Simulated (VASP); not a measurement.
# SnO2 in VASP: notebook

SnO2 is run at these levels: r2SCAN, PBE; tasks: single point.

All numbers are computed with VASP 6.6.1; they aren't measurements. Logs are shortened: lines on timing, memory, paths and dates and some standing lists are left out, and cuts for length are marked.

## 1. The cell of the first run

Symmetry: Fm-3m, No. 225, cubic system. The conventional cell has a = 5.067 Å, b = 5.067 Å, c = 5.067 Å, α = 90.00°, β = 90.00°, γ = 90.00°. Within 2.9 Å of Sn (site symmetry m-3m) lie 8 O at 2.19 Å. O (site symmetry -43m) has 4 Sn at 2.19 Å and 6 O at 2.53 Å within 2.9 Å.

## 2. Single point, r2SCAN

POSCAR

```
SnO2
1.0
    0.0000000000      2.5334669712      2.5334669712
    2.5334669712      0.0000000000      2.5334669712
    2.5334669712      2.5334669712      0.0000000000
Sn O
1 2
Direct
    0.0000000000      0.0000000000      0.0000000000
    0.2500000000      0.2500000000      0.2500000000
    0.7500000000      0.7500000000      0.7500000000
```

INCAR.step1

```
  ALGO = Normal
  EDIFF = 1E-4
  ENCUT = 520
  GGA = PE
  ISMEAR = 0
  LASPH = T
  LCHARG = F
  LREAL = F
  LWAVE = T
  NBANDS = 20
  NELM = 100
  PREC = Accurate
  SIGMA = 0.01
```

INCAR.step2

```
  ALGO = Normal
  EDIFF = 1E-6
  ENCUT = 520
  ISIF = 2
  ISMEAR = 0
  ISTART = 1
  LASPH = T
  LCHARG = F
  LMIXTAU = T
  LREAL = F
  LWAVE = F
  METAGGA = R2SCAN
  NBANDS = 20
  NELM = 100
  PREC = Accurate
  SIGMA = 0.01
```

KPOINTS

```
k-points
0
Gamma
  8 8 8
```

Potentials or basis: VASP PAW PBE potentials, release 64 (Sn_d, O).

Launch:

```sh
> cat potpaw_PBE.64/Sn_d/POTCAR potpaw_PBE.64/O/POTCAR > POTCAR
> cp INCAR.step1 INCAR
> mpirun -np 1 vasp_std > vasp.out
> cp INCAR.step2 INCAR
> mpirun -np 1 vasp_std > vasp.out
```

OUTCAR:

```text
EDIFF = 1E-6
   ENCUT = 520
   ISIF = 2
   ISMEAR = 0
   ISTART = 1
   LASPH = T
   LREAL = F
   METAGGA = R2SCAN
   NELM = 100
   PREC = Accurate

 ion  position               nearest neighbor table
   1  0.000  0.000  0.000-   3 2.19   3 2.19   3 2.19   2 2.19   3 2.19   2 2.19   2 2.19   2 2.19

   2  0.250  0.250  0.250-   1 2.19   1 2.19   1 2.19   1 2.19
   3  0.750  0.750  0.750-   1 2.19   1 2.19   1 2.19   1 2.19

  LATTYP: Found a face centered cubic cell.
 ALAT       =     5.0669339424

  Lattice vectors:

 A1 = (   0.0000000000,   2.5334669712,   2.5334669712)
 A2 = (   2.5334669712,   0.0000000000,   2.5334669712)
 A3 = (   2.5334669712,   2.5334669712,   0.0000000000)

Analysis of symmetry for initial positions (statically):
=====================================================================
 Subroutine PRICEL returns:
 Original cell was already a primitive cell.

 Routine SETGRP: Setting up the symmetry group for a
 face centered cubic supercell.

 Subroutine GETGRP returns: Found 48 space group operations
 (whereof 48 operations were pure point group operations)
 out of a pool of 48 trial point group operations.

The static configuration has the point symmetry O_h .

Analysis of symmetry for dynamics (positions and initial velocities):
=====================================================================
 Subroutine PRICEL returns:
 Original cell was already a primitive cell.

 Routine SETGRP: Setting up the symmetry group for a
 face centered cubic supercell.

 Subroutine GETGRP returns: Found 48 space group operations
 (whereof 48 operations were pure point group operations)
 out of a pool of 48 trial point group operations.

The dynamic configuration has the point symmetry O_h .

 Subroutine INISYM returns: Found 48 space group operations
 (whereof 48 operations are pure point group operations),
 and found     1 'primitive' translations

----------------------------------------------------------------------------------------

                                     Primitive cell

  volume of cell :      32.5219

  direct lattice vectors                    reciprocal lattice vectors
     0.000000000  2.533466971  2.533466971    -0.197358010  0.197358010  0.197358010
     2.533466971  0.000000000  2.533466971     0.197358010 -0.197358010  0.197358010
     2.533466971  2.533466971  0.000000000     0.197358010  0.197358010 -0.197358010

  length of vectors
     3.582863350  3.582863350  3.582863350     0.341834101  0.341834101  0.341834101

  position of ions in fractional coordinates (direct lattice)
     0.000000000  0.000000000  0.000000000
     0.250000000  0.250000000  0.250000000
     0.750000000  0.750000000  0.750000000

  ion indices of the primitive-cell ions
   primitive index   ion index
                 1           1
                 2           2
                 3           3

----------------------------------------------------------------------------------------

 KPOINTS: k-points

Automatic generation of k-mesh.
 Grid dimensions read from file:
 generate k-points for:    8    8    8

 Generating k-lattice:

  Cartesian coordinates                     Fractional coordinates (reciprocal lattice)
    -0.024669751  0.024669751  0.024669751     0.125000000  0.000000000  0.000000000
     0.024669751 -0.024669751  0.024669751     0.000000000  0.125000000  0.000000000
     0.024669751  0.024669751 -0.024669751     0.000000000  0.000000000  0.125000000

  Length of vectors
     0.042729263  0.042729263  0.042729263

  Shift w.r.t. Gamma in fractional coordinates (k-lattice)
     0.000000000  0.000000000  0.000000000

 Subroutine IBZKPT returns following result:
 ===========================================

 Found     29 irreducible k-points:

 Following reciprocal coordinates:
            Coordinates               Weight
  0.000000  0.000000  0.000000      1.000000
  0.125000  0.000000  0.000000      8.000000
  0.250000  0.000000  0.000000      8.000000
  0.375000  0.000000  0.000000      8.000000
  0.500000  0.000000  0.000000      4.000000
  0.125000  0.125000  0.000000      6.000000
[... 16 lines left out ...]
  0.500000  0.250000  0.125000     48.000000
 -0.375000  0.250000  0.125000     24.000000
 [... further k-points ...]
   k-points           NKPTS =     29   k-points in BZ     NKDIM =     29   number of bands    NBANDS=     20
   number of dos      NEDOS =    301   number of ions     NIONS =      3
   total plane-waves  NPLWV =  21952
   dimension x,y,z NGX =    28 NGY =   28 NGZ =   28
   dimension x,y,z NGXF=    56 NGYF=   56 NGZF=   56
   ions per type =               1   2
   NGX,Y,Z   is equivalent  to a cutoff of  12.99, 12.99, 12.99 a.u.
   NGXF,Y,Z  is equivalent  to a cutoff of  25.98, 25.98, 25.98 a.u.
 SYSTEM =  unknown system
   PREC   = accura    normal or accurate (medium, high low for compatibility)
   ISTART =      1    job   : 0-new  1-cont  2-samecut
   ICHARG =      0    charge: 1-file 2-atom 10-const
   ISPIN  =      1    spin polarized calculation?
   LNONCOLLINEAR =      F non collinear calculations
   LSORBIT =      F    spin-orbit coupling
   LASPH  =      T    aspherical Exc in radial PAW
   ENCUT  =  520.0 eV  38.22 Ry    6.18 a.u.   6.66  6.66  6.66*2*pi/ulx,y,z
   NELM   =    100;   NELMIN=  2; NELMDL=  0     # of ELM steps
   EDIFF  = 0.1E-05   stopping-criterion for ELM
   LREAL  =      F    real-space projection
   EDIFFG = 0.1E-04   stopping-criterion for IOM
   NSW    =      0    number of steps for IOM
   IBRION =     -1    ionic relax: 0-MD 1-quasi-New 2-CG
   NFREE  =      0    steps in history (QN), initial steepest desc. (CG)
   ISIF   =      2    stress and relaxation
   ISYM   =      2    0-nonsym 1-usesym 2-fastsym
   POTIM  = 0.5000    time-step for ionic-motion
   TEBEG  =    0.0;   TEEND  =   0.0 temperature during run
   PSTRESS=    0.0 pullay stress
   NELECT =      26.0000    total number of electrons
   NUPDOWN=      -1.0000    fix difference up-down
   EMIN   =  10.00;   EMAX   =-10.00  energy-range for DOS
   EFERMI =   0.00;   METHOD = LEGACY
   ISMEAR =     0;   SIGMA  =   0.01  broadening in eV -4-tet -1-fermi 0-gaus
   EFERMI_NEDOS =   21; number of points for ismear=-14 and -15
   IALGO  =     38    algorithm
   IMIX   =      4    mixing-type and parameters
     AMIX     =   0.40;   BMIX     =  1.00
     AMIX_MAG =   1.60;   BMIX_MAG =  1.00
  volume/ion in A,a.u.               =      10.84        73.16
  Fermi-wavevector in a.u.,A,eV,Ry     =   1.519407  2.871262 31.410365  2.308597
  Thomas-Fermi vector in A             =   2.628397
   LORBIT       =      0    0 simple, 1 ext, 2 COOP (PROOUT), +10 PAW based schemes
   METAGGA = R2SCAN    functional components
   LHFCALC =     F    Hartree Fock is set to
   AEXX    =    0.0000 exact exchange contribution
   IVDW    =     0    specifies the selected vdW correction
   LEPSILON=     F    determine dielectric tensor
   LRPA    =     F    only Hartree local field effects (RPA)
 non-spin polarized calculation
 Gauss-broadening in eV      SIGMA  =   0.01
  energy-cutoff  :      520.00
  volume of cell :       32.52
 maximum number of plane-waves:       893
   NGX = 13   NGY = 13   NGZ = 13

 number of electron      25.9999988 magnetization

 Free energy of the ion-electron system (eV)
  ---------------------------------------------------
  ext. energy  EPLUGINS =         0.00000000
  ---------------------------------------------------
  free energy    TOTEN  =       -41.48143764 eV

  energy without entropy =      -41.48143764  energy(sigma->0) =      -41.48143764

 E-fermi :   7.7671     XC(G=0): -12.7667

 val. band max:        7.7079074352   @ k =  -0.2500   0.5000   0.2500
 cond. band min:       8.5654513827   @ k =   0.0000   0.0000   0.0000
 fundamental gap:      0.8575439475
 Fermi energy:         7.7670541587

 k-point     1 :       0.0000    0.0000    0.0000
  band No.  band energies     occupation
      1     -13.4437      2.00000
      2     -13.4437      2.00000
      3     -13.4437      2.00000
      4     -13.2558      2.00000
      5     -13.2558      2.00000
      6     -12.9843      2.00000
[... 12 lines left out ...]
     19      23.9575      0.00000
     20      23.9575      0.00000

 k-point     2 :       0.1250    0.0000    0.0000
  band No.  band energies     occupation
      1     -13.5335      2.00000
      2     -13.4310      2.00000
      3     -13.4309      2.00000
      4     -13.2564      2.00000
      5     -13.2564      2.00000
      6     -12.8127      2.00000
[... 12 lines left out ...]
     19      24.0109      0.00000
     20      24.0109      0.00000

 k-point     3 :       0.2500    0.0000    0.0000
  band No.  band energies     occupation
      1     -13.7660      2.00000
      2     -13.4055      2.00000
      3     -13.4055      2.00000
      4     -13.2519      2.00000
      5     -13.2519      2.00000
      6     -12.2756      2.00000
[... 12 lines left out ...]
     19      24.1215      0.00000
     20      24.6630      0.00000

 k-point     4 :       0.3750    0.0000    0.0000
  band No.  band energies     occupation
      1     -13.9835      2.00000
      2     -13.3902      2.00000
      3     -13.3902      2.00000
      4     -13.2367      2.00000
      5     -13.2367      2.00000
      6     -11.4811      2.00000
[... 12 lines left out ...]
     19      24.0954      0.00000
     20      24.6217      0.00000

 k-point     5 :       0.5000    0.0000    0.0000
  band No.  band energies     occupation
      1     -14.0684      2.00000
      2     -13.3871      2.00000
      3     -13.3871      2.00000
      4     -13.2271      2.00000
      5     -13.2271      2.00000
      6     -10.8784      2.00000
[... 12 lines left out ...]
     19      23.9531      0.00000
     20      24.2293      0.00000
[... 353 lines left out ...]
      6     -11.2579      2.00000
[... 12 lines left out ...]
     19      26.0042      0.00000
     20      26.5689      0.00000

 k-point    22 :       0.3750    0.2500    0.1250
  band No.  band energies     occupation
      1     -13.8087      2.00000
      2     -13.5002      2.00000
      3     -13.3633      2.00000
      4     -13.2836      2.00000
      5     -13.2391      2.00000
      6     -11.8811      2.00000
[... 12 lines left out ...]
     19      24.5436      0.00000
     20      27.3349      0.00000

 k-point    23 :       0.5000    0.2500    0.1250
  band No.  band energies     occupation
      1     -13.9003      2.00000
      2     -13.5916      2.00000
      3     -13.3396      2.00000
      4     -13.2822      2.00000
      5     -13.2377      2.00000
      6     -11.1052      2.00000
[... 12 lines left out ...]
     19      24.5471      0.00000
     20      27.8147      0.00000

 k-point    24 :      -0.3750    0.2500    0.1250
  band No.  band energies     occupation
      1     -13.9449      2.00000
      2     -13.6206      2.00000
      3     -13.3341      2.00000
      4     -13.2784      2.00000
      5     -13.2348      2.00000
      6     -10.4224      2.00000
[... 12 lines left out ...]
     19      24.4740      0.00000
     20      28.2279      0.00000

 [... further k-points ...]
[... 5 lines left out ...]
  --------------------------------------------------------------------------------------
  -------------------------------------------------------------------------------------
  Total        0.2797172      0.2797172      0.2797172      0.0000000      0.0000000      0.0000000
  in kB       13.7801525     13.7801525     13.7801525      0.0000000      0.0000000      0.0000000
  external PRESSURE =      13.7801525 kB  Pullay stress =       0.0000000 kB

 VOLUME and BASIS-vectors are now :
 -----------------------------------------------------------------------------
  energy-cutoff  :      520.00
  volume of cell :       32.52
      direct lattice vectors                 reciprocal lattice vectors
     0.000000000  2.533466971  2.533466971    -0.197358010  0.197358010  0.197358010
     2.533466971  0.000000000  2.533466971     0.197358010 -0.197358010  0.197358010
     2.533466971  2.533466971  0.000000000     0.197358010  0.197358010 -0.197358010

 POSITION                                       TOTAL-FORCE (eV/Angst)
 -----------------------------------------------------------------------------------
      0.00000      0.00000      0.00000        -0.000000      0.000000     -0.000000
      1.26673      1.26673      1.26673         0.000000      0.000000      0.000000
      3.80020      3.80020      3.80020        -0.000000     -0.000000     -0.000000
 -----------------------------------------------------------------------------------
    total drift:                                0.000000      0.000000      0.000000

  FREE ENERGIE OF THE ION-ELECTRON SYSTEM (eV)
  ---------------------------------------------------
  free  energy   TOTEN  =       -41.4814376365 eV

  energy  without entropy=      -41.4814376365  energy(sigma->0) =      -41.48143764
```

Run time: 95 s. Hardware: 1 thread of AMD EPYC 7R43 (Zen 3), shared host; peak memory 0.13 GiB.

What came out:

| Quantity | Value |
| --- | --- |
| Free energy | -41.4814 eV |
| Pressure | 1.4 GPa |
| Band gap on the k mesh | 0.86 eV, indirect (least direct gap 2.29 eV) |

Levels at points of the mesh, in eV from the valence-band top:
```
           k point  band 10  band 11  band 12  band 13  band 14  band 15  band 16  band 17
(0.00, 0.00, 0.00)    -3.03    -1.44    -1.44    -1.44     0.86     7.89     7.89     7.89
(0.50, 0.00, 0.00)    -3.48    -3.48    -2.21    -2.21     5.54     8.62    11.40    11.40
(0.50, 0.50, 0.00)    -5.65    -0.21    -0.21    -0.13     3.85     8.09    10.48    13.37
```

Caveat: the PAW data sets were made with another functional, which shifts forces and pressure a little; spin-orbit coupling is left out, which moves the levels of the heavy elements.

## 3. Single point, PBE (strain along [111] -3.0%)

INCAR

```
SYSTEM = SnO2
PREC = Accurate ; ENCUT = 520
EDIFF = 1E-6 ; ISMEAR = -1
SIGMA = 0.02 ; LREAL = .FALSE.
LASPH = .TRUE. ; NELM = 80
ALGO = Normal ; ISIF = 2
LWAVE = .FALSE. ; LCHARG = .TRUE.
GGA = PE ; LELF = .TRUE.
LVHAR = .TRUE. ; NBANDS = 20
```

KPOINTS

```
regular mesh
0
G
  8 8 8
  0 0 0
```

POSCAR

```
SnO2
1.0
   -0.0506693394      2.4827976318      2.4827976318
    2.4827976318     -0.0506693394      2.4827976318
    2.4827976318      2.4827976318     -0.0506693394
Sn O
1 2
Direct
    0.0000000000      0.0000000000      0.0000000000
    0.2509427330      0.2509427330      0.2509427330
    0.7490572670      0.7490572670      0.7490572670
```

Potentials or basis: VASP PAW PBE potentials, release 64 (Sn_d, O).

Launch:

```sh
> cat potpaw_PBE.64/Sn_d/POTCAR potpaw_PBE.64/O/POTCAR > POTCAR
> mpirun -np 1 vasp_std > vasp.out
```

OUTCAR:

```text
SYSTEM = SnO2
   PREC = Accurate
   ENCUT = 520
   EDIFF = 1E-6
   ISMEAR = -1
   LREAL = .FALSE.
   LASPH = .TRUE.
   NELM = 80
   ISIF = 2
   GGA = PE

 ion  position               nearest neighbor table
   1  0.000  0.000  0.000-   2 2.14   3 2.14   3 2.18   2 2.18   3 2.18   3 2.18   2 2.18   2 2.18

   2  0.251  0.251  0.251-   1 2.14   1 2.18   1 2.18   1 2.18
   3  0.749  0.749  0.749-   1 2.14   1 2.18   1 2.18   1 2.18

  LATTYP: Found a trigonal (rhomboedric) cell.
 ALAT       =     3.5115716628
 COS(alpha) =     0.4794919842

  Lattice vectors:
[... 743 lines left out ...]

  FORCE on cell =-STRESS in cart. coord.  units (eV):
  Direction    XX          YY          ZZ          XY          YZ          ZX
  --------------------------------------------------------------------------------------
  -------------------------------------------------------------------------------------
  Total        3.5135713      3.5135713      3.5135713      0.1462200      0.1462200      0.1462200
  in kB      178.4480823    178.4480823    178.4480823      7.4262552      7.4262552      7.4262552
  external PRESSURE =     178.4480823 kB  Pullay stress =       0.0000000 kB

 VOLUME and BASIS-vectors are now :
 -----------------------------------------------------------------------------
  energy-cutoff  :      520.00
  volume of cell :       31.55
      direct lattice vectors                 reciprocal lattice vectors
    -0.050669339  2.482797632  2.482797632    -0.195323391  0.199392629  0.199392629
     2.482797632 -0.050669339  2.482797632     0.199392629 -0.195323391  0.199392629
     2.482797632  2.482797632 -0.050669339     0.199392629  0.199392629 -0.195323391

 POSITION                                       TOTAL-FORCE (eV/Angst)
 -----------------------------------------------------------------------------------
      0.00000      0.00000      0.00000         0.000000     -0.000000     -0.000000
      1.23336      1.23336      1.23336         0.027110      0.027110      0.027110
      3.68156      3.68156      3.68156        -0.027110     -0.027110     -0.027110
 -----------------------------------------------------------------------------------
    total drift:                                0.000000      0.000000      0.000000

  FREE ENERGIE OF THE ION-ELECTRON SYSTEM (eV)
  ---------------------------------------------------
  free  energy   TOTEN  =       -17.7778822528 eV

  energy  without entropy=      -17.7778822509  energy(sigma->0) =      -17.77788225
```

stdout:

```text
POSCAR found type information on POSCAR SnO
 POSCAR found :  2 types and       3 ions
 scaLAPACK will be used
 LDA part: xc-table for (Slater+PW92), standard interpolation
 POSCAR, INCAR and KPOINTS ok, starting setup
 FFT: planning ... GRIDC
 FFT: planning ... GRID_SOFT
 FFT: planning ... GRID
 WAVECAR not read
 entering main loop
```

Wall time 45 s (1 thread of AMD EPYC 7R43 (Zen 3), shared host); peak memory 0.14 GiB.

What came out:

* Free energy: -17.7779 eV
* Pressure: 17.8 GPa
* Largest force: 0.047 eV/Å
* Band gap on the k mesh: 0.60 eV, indirect (least direct gap 2.00 eV)

Forces on the atoms (eV/Å):
```
Sn   0.000  0.000  0.000
O    0.027  0.027  0.027
O   -0.027 -0.027 -0.027
```

Levels at points of the mesh, in eV from the valence-band top:
| k point | band 11 | band 12 | band 13 | band 14 | band 15 | band 16 |
| --- | --- | --- | --- | --- | --- | --- |
| (0.00, 0.00, 0.00) | -1.58 | -1.40 | -1.40 | 0.60 | 7.03 | 7.03 |
| (0.50, 0.00, 0.00) | -3.53 | -2.19 | -2.19 | 5.19 | 8.14 | 10.50 |
| (0.50, 0.50, 0.00) | -0.24 | -0.18 | -0.15 | 3.46 | 7.52 | 10.09 |
| (0.50, 0.50, 0.50) | -3.63 | -2.28 | -2.28 | 5.26 | 8.33 | 10.74 |

Caveat: the cell differs from its parent crystal (strain along [111] -3.0%); spin-orbit coupling is left out, which moves the levels of the heavy elements. A k mesh can miss the band edges.
